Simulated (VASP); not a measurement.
A run of VASP 6.6.1 is set up as follows.

INCAR

```
ALGO = Normal
EDIFF = 1E-6
ENCUT = 520
GGA = PS
ISIF = 2
ISMEAR = 0
LASPH = True
LCHARG = False
LREAL = False
LWAVE = False
NBANDS = 14
NELM = 60
PREC = Accurate
SIGMA = 0.01
```

File KPOINTS:

```
k-points
0
Gamma
  8 8 8
```

POSCAR

```
NaCl
1.0
    0.0000000000      2.8009525376      2.8149573003
    2.8009525376      0.0000000000      2.8149573003
    2.8009525376      2.8009525376      0.0000000000
Na Cl
1 1
Direct
    0.0000000000      0.0000000000      0.0000000000
    0.5000000000      0.5000000000      0.5000000000
```

Potentials or basis: VASP PAW PBE potentials, release 64 (Na_pv, Cl).

Run with:

```console
$ cat potpaw_PBE.64/Na_pv/POTCAR potpaw_PBE.64/Cl/POTCAR > POTCAR
$ mpirun -np 1 vasp_std > vasp.out
```

Question: Estimate the band gap on the k mesh.

Answer: 4.99 eV.

Question: Estimate the pressure.

Answer: -0.1 GPa.

Stress tensor (GPa, compression positive):
```
-0.03  0.00  0.00
 0.00 -0.03  0.00
 0.00  0.00 -0.24
```

Caveat: the cell differs from its parent crystal (z stretched by +0.5 %, x and y held); the PAW data sets were made with another functional, which shifts forces and pressure a little.
